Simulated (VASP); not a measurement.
Input of a VASP 6.6.1 run:

INCAR

```
SYSTEM = Zr
ALGO     = Normal         ! electronic algorithm
EDIFF    = 1E-6           ! SCF threshold, eV
ENCUT    = 520            ! plane-wave cutoff, eV
GGA      = CA             ! functional
ISIF     = 2              ! what is computed and relaxed
ISMEAR   = -1             ! smearing method
LASPH    = .TRUE.         ! aspherical terms in the spheres
LCHARG   = .FALSE.        ! write CHGCAR
LREAL    = .FALSE.        ! projectors in reciprocal space
LWAVE    = .FALSE.        ! write WAVECAR
NBANDS   = 19             ! bands
NELM     = 80             ! most SCF steps
PREC     = Accurate       ! precision mode
SIGMA    = 0.1            ! smearing width, eV
```

Contents of KPOINTS:

```
k-points
0
G
  9 9 5
  0 0 0
```

POSCAR

```
Zr
1.0
    3.1625935073      0.0000000000      0.0000000000
   -1.5812967536      2.7388863191      0.0000000000
    0.0000000000      0.0000000000      5.0364693958
Zr
2
Direct
    0.3333333333      0.6666666667      0.2500000000
    0.6666666667      0.3333333333      0.7500000000
```

Potentials or basis: VASP PAW LDA potentials, release 64 (Zr_sv).

Launch:

```bash
$ cat potpaw_LDA.64/Zr_sv/POTCAR > POTCAR
$ mpirun -np 1 vasp_std > vasp.out
```

Problem. Estimate the pressure.

Solution. 0.1 GPa.

Problem. What does it give for the band gap on the k mesh?

Solution. Zero (bands 12 and 13 overlap by 1.04 eV).

Stress tensor (GPa, compression positive):
```
-0.44  0.00  0.00
 0.00 -0.44  0.00
 0.00  0.00  1.29
```
